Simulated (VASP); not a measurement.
# H2Pb12O in VASP: single point with PBE+D3(BJ)

Aim: the single point of H2Pb12O with PBE+D3(BJ).

All numbers are computed with VASP 6.6.1; they aren't measurements. Logs are shortened: lines on timing, memory, paths and dates and some standing lists are left out, and cuts for length are marked.

## (1) The cell of the first run

The cell holds a slab with vacuum, 15 atoms: a = 7.014 Å, b = 7.014 Å, c = 23.727 Å, α = 90.00°, β = 90.00°, γ = 120.00°.

## (2) Single point, PBE+D3(BJ)

INCAR reads:

```
PREC     = Accurate       # precision mode
ENCUT    = 520            # plane-wave cutoff, eV
EDIFF    = 1E-6           # SCF threshold, eV
ISMEAR   = 0              # smearing method
SIGMA    = 0.1            # smearing width, eV
LREAL    = Auto         
LASPH    = True           # aspherical terms in the spheres
NELM     = 80             # most SCF steps
ALGO     = Normal         # electronic algorithm
ISIF     = 2              # what is computed and relaxed
LWAVE    = False          # write WAVECAR
LCHARG   = False          # write CHGCAR
LDIPOL   = True         
IDIPOL   = 3            
DIPOL    = 0.5 0.5 0.505
GGA      = PE             # functional
IVDW     = 12             # dispersion correction
NBANDS   = 101            # bands
```

KPOINTS reads:

```
regular mesh
0
Gamma
  3 3 1
```

POSCAR reads:

```
H2Pb12O
1.0
    7.0141808633      0.0000000000      0.0000000000
   -3.5070904316      6.0744588143      0.0000000000
    0.0000000000      0.0000000000     23.7270546929
Pb O H
12 1 2
Direct
    0.3333333333      0.1666666667      0.3371678493
    0.3333333333      0.6666666667      0.3371678493
    0.8333333333      0.1666666667      0.3371678493
    0.8333333333      0.6666666667      0.3371678493
    0.6587726214      0.3381075802      0.4567302493
    0.6791579107      0.8458045821      0.4571071962
    0.1691427127      0.3365792985      0.4566954874
    0.1700331018      0.8262768774      0.4568907637
   -0.0056149633      0.4950498868      0.5836369274
    0.0055310623      0.0026139167      0.5763384025
    0.5020815531      0.5085766458      0.5762188576
    0.5060543300      0.0058523968      0.5753906658
    0.1232312130      0.6552741987      0.7007136426
    0.1116837994      0.7873436934      0.6964267014
    0.2806428306      0.7099156458      0.6971886042
```

Potentials or basis: VASP PAW PBE potentials, release 64 (Pb_d, O, H).

Launch:

```
$ cat potpaw_PBE.64/Pb_d/POTCAR potpaw_PBE.64/O/POTCAR potpaw_PBE.64/H/POTCAR > POTCAR
$ mpirun -np 1 vasp_std > vasp.out
```

OUTCAR:

```text
PREC = Accurate
   ENCUT = 520
   EDIFF = 1E-6
   ISMEAR = 0
   LREAL = Auto
   LASPH = True
   NELM = 80
   ISIF = 2
   GGA = PE
   IVDW = 12
 IVDW          = 12

 ion  position               nearest neighbor table
   1  0.333  0.167  0.337-   5 3.46   7 3.49   2 3.51   2 3.51   4 3.51   4 3.51   3 3.51   3 3.51
                             8 3.51
   2  0.333  0.667  0.337-   8 3.45   7 3.47   1 3.51   1 3.51   3 3.51   3 3.51   4 3.51   4 3.51
                             6 3.54
   3  0.833  0.167  0.337-   6 3.45   7 3.49   4 3.51   4 3.51   2 3.51   2 3.51   1 3.51   1 3.51
                             5 3.53
   4  0.833  0.667  0.337-   5 3.47   6 3.49   8 3.50   3 3.51   3 3.51   1 3.51   1 3.51   2 3.51
                             2 3.51
   5  0.659  0.338  0.457-   7 3.43   1 3.46  11 3.46  12 3.47   4 3.47   6 3.49   8 3.51   8 3.51
                             6 3.53   3 3.53   7 3.59   9 3.64
   6  0.679  0.846  0.457-   7 3.44   3 3.45  10 3.45  12 3.46  11 3.49   5 3.49   4 3.49   8 3.50
                             8 3.51   5 3.53   2 3.54   7 3.57
   7  0.169  0.337  0.457-   5 3.43   8 3.43   6 3.44   2 3.47  11 3.48   1 3.49  10 3.49   3 3.49
                             6 3.57   8 3.58   5 3.59   9 3.63
   8  0.170  0.826  0.457-   7 3.43   2 3.45  12 3.48   4 3.50   6 3.50   5 3.51  10 3.51   5 3.51
                             6 3.51   1 3.51   7 3.58   9 3.62
   9  0.994  0.495  0.584-  13 2.96  12 3.43  10 3.50  11 3.51  11 3.52  10 3.53  12 3.59   8 3.62
                             7 3.63   5 3.64
  10  0.006  0.003  0.576-   6 3.45   7 3.49   9 3.50  11 3.50  12 3.50   8 3.51  12 3.51  11 3.52
                             9 3.53
  11  0.502  0.509  0.576-   5 3.46  12 3.47   7 3.48   6 3.49  10 3.50   9 3.51  10 3.52   9 3.52
                            12 3.54
  12  0.506  0.006  0.575-   9 3.43   6 3.46   5 3.47  11 3.47   8 3.48  10 3.50  10 3.51  11 3.54
                             9 3.59
  13  0.123  0.655  0.701-  15 0.97  14 0.97   9 2.96
  14  0.112  0.787  0.696-  13 0.97
  15  0.281  0.710  0.697-  13 0.97

  LATTYP: Found a hexagonal cell.
 ALAT       =     7.0141808633
 C/A-ratio  =     3.3827263875

  Lattice vectors:

 A1 = (   7.0141808633,   0.0000000000,   0.0000000000)
 A2 = (  -3.5070904316,   6.0744588143,   0.0000000000)
 A3 = (   0.0000000000,   0.0000000000,  23.7270546929)

Analysis of symmetry for initial positions (statically):
=====================================================================
 Subroutine PRICEL returns:
 Original cell was already a primitive cell.

 Routine SETGRP: Setting up the symmetry group for a
 hexagonal supercell.

 Subroutine GETGRP returns: Found  1 space group operations
 (whereof  1 operations were pure point group operations)
 out of a pool of 24 trial point group operations.

The static configuration has the point symmetry C_1 .

[... 147 lines left out ...]
   LEPSILON=     F    determine dielectric tensor
   LRPA    =     F    only Hartree local field effects (RPA)
 non-spin polarized calculation
 Gauss-broadening in eV      SIGMA  =   0.10
  energy-cutoff  :      520.00
  volume of cell :     1010.95
 maximum number of plane-waves:     27345
 NGX is ok and might be reduce to    54
   NGX = 27   NGY = 27   NGZ = 89

 dipolmoment           0.000000      0.000000     -0.006428 electrons x Angstroem

 number of electron     176.0000006 magnetization

 dipolmoment           0.000000      0.000000      0.010576 electrons x Angstroem

 Free energy of the ion-electron system (eV)
  ---------------------------------------------------
  ext. energy  EPLUGINS =         0.00000000
  ---------------------------------------------------
  free energy    TOTEN  =       -55.21541237 eV

  energy without entropy =      -55.15442435  energy(sigma->0) =      -55.18491836

 E-fermi :   0.2045     XC(G=0):  -4.5732

 val. band max:        0.1478618043   @ k =  -0.3333   0.3333   0.0000
 cond. band min:       0.2226339388   @ k =   0.0000   0.3333   0.0000
 fundamental gap:      0.0747721345
 Fermi energy:         0.2044998752

 k-point     1 :       0.0000    0.0000    0.0000
  band No.  band energies     occupation
      1     -21.7176      2.00000
      2     -17.0785      2.00000
      3     -17.0703      2.00000
      4     -17.0679      2.00000
      5     -17.0403      2.00000
      6     -17.0389      2.00000
[... 504 lines left out ...]
     99       2.5604      0.00000
    100       2.5952      0.00000
 [bands above 100 left out]

------------------------ aborting loop because EDIFF is reached ----------------------------------------

 vacuum level on the upper side and lower side of the slab       (xc-potential included)        -0.070        -0.089

 Edisp (eV)   -3.59218

 E8    (eV) :    -1.8635

  FORCE on cell =-STRESS in cart. coord.  units (eV):
  Direction    XX          YY          ZZ          XY          YZ          ZX
  --------------------------------------------------------------------------------------
  -------------------------------------------------------------------------------------
  Total      -5.41664    -5.24310    -0.34364    -0.08878    -0.02183     0.02039
  in kB      -8.58445    -8.30942    -0.54462    -0.14070    -0.03460     0.03231
  external pressure =       -5.81 kB  Pullay stress =        0.00 kB

 VOLUME and BASIS-vectors are now :
 -----------------------------------------------------------------------------
  energy-cutoff  :      520.00
  volume of cell :     1010.95
      direct lattice vectors                 reciprocal lattice vectors
     7.014180863  0.000000000  0.000000000     0.142568323  0.082311859  0.000000000
    -3.507090432  6.074458814  0.000000000     0.000000000  0.164623719  0.000000000
     0.000000000  0.000000000 23.727054693     0.000000000  0.000000000  0.042145981

 POSITION                                       TOTAL-FORCE (eV/Angst)
 -----------------------------------------------------------------------------------
      1.75355      1.01241      8.00000        -0.022031     -0.053910     -0.048103
     -0.00000      4.04964      8.00000        -0.022107      0.004722      0.016665
      5.26064      1.01241      8.00000         0.003481      0.030789      0.022061
      3.50709      4.04964      8.00000         0.040598      0.023856      0.022159
      3.43498      2.05382     10.83686        -0.002978     -0.006339     -0.007199
      1.79742      5.13781     10.84581         0.001778      0.001006      0.002272
      0.00598      2.04454     10.83604         0.001197     -0.002305      0.001983
     -1.70518      5.01918     10.84067        -0.002102      0.001364     -0.003700
      5.23861      3.00716     13.84799        -0.007882     -0.006057      0.002158
      0.02963      0.01588     13.67481         0.005917      0.001726     -0.003272
      1.73807      3.08933     13.67198        -0.001286     -0.002450      0.003663
      3.52903      0.03555     13.65233         0.002063      0.006505     -0.001528
     -1.43374      3.98044     16.62587        -0.030246     -0.101128      0.010443
     -1.97792      4.78269     16.52415        -0.114821      0.095755     -0.010453
     -0.52126      4.31235     16.54223         0.148420      0.006466     -0.007151
 -----------------------------------------------------------------------------------
    total drift:                               -0.004973     -0.011759      0.005236

  FREE ENERGIE OF THE ION-ELECTRON SYSTEM (eV)
  ---------------------------------------------------
  free  energy   TOTEN  =       -58.8075971767 eV

  energy  without entropy=      -58.7466091569  energy(sigma->0) =      -58.77710317

 vacuum level on the upper side and lower side of the slab         4.165         4.137
```

OSZICAR:

```text
N       E                     dE             d eps       ncg     rms          rms(c)
DAV:   1     0.206376391348E+04    0.20638E+04   -0.79042E+04  1066   0.158E+03
DAV:   2     0.183791382449E+03   -0.18800E+04   -0.18417E+04  1094   0.461E+02
DAV:   3    -0.453834451974E+02   -0.22917E+03   -0.22651E+03  1268   0.209E+02
DAV:   4    -0.568771351764E+02   -0.11494E+02   -0.11366E+02  1156   0.584E+01
[... 17 lines left out ...]
DAV:  22    -0.552153998507E+02   -0.10912E-04   -0.56223E-07   650   0.342E-03    0.554E-04
DAV:  23    -0.552154053248E+02   -0.54741E-05   -0.22111E-07   650   0.434E-03    0.464E-04
DAV:  24    -0.552154069900E+02   -0.16652E-05   -0.44127E-08   578   0.207E-03    0.345E-04
DAV:  25    -0.552154113992E+02   -0.44092E-05   -0.12792E-07   627   0.307E-03    0.144E-04
DAV:  26    -0.552154123734E+02   -0.97424E-06   -0.54216E-08   586   0.115E-03
   1 F= -.58807597E+02 E0= -.58777103E+02  d E =-.609880E-01
```

stdout:

```text
POSCAR found type information on POSCAR PbO H
 POSCAR found :  3 types and      15 ions
 scaLAPACK will be used
 LDA part: xc-table for (Slater+PW92), standard interpolation
 POSCAR, INCAR and KPOINTS ok, starting setup
 FFT: planning ... GRIDC
 FFT: planning ... GRID_SOFT
 FFT: planning ... GRID
 WAVECAR not read
 entering main loop
```

It took 33 min on 1 thread of Intel Xeon Platinum 8375C at 2.90GHz (Ice Lake), shared host; peak memory 1.1 GiB.

Results:

* Free energy: -58.8076 eV
* Largest force: 0.150 eV/Å
* Band gap on the k mesh: zero (bands 88 and 89 overlap by 1.06 eV)
* Dispersion energy per atom: -0.239 eV

Forces in eV/Å, atoms in the order of the input:
```
Pb  -0.022 -0.054 -0.048
Pb  -0.022  0.005  0.017
Pb   0.003  0.031  0.022
Pb   0.041  0.024  0.022
Pb  -0.003 -0.006 -0.007
Pb   0.002  0.001  0.002
Pb   0.001 -0.002  0.002
Pb  -0.002  0.001 -0.004
Pb  -0.008 -0.006  0.002
Pb   0.006  0.002 -0.003
Pb  -0.001 -0.002  0.004
Pb   0.002  0.007 -0.002
O   -0.030 -0.101  0.010
H   -0.115  0.096 -0.010
H    0.148  0.006 -0.007
```

Caveat: spin-orbit coupling is left out, which moves the levels of the heavy elements.
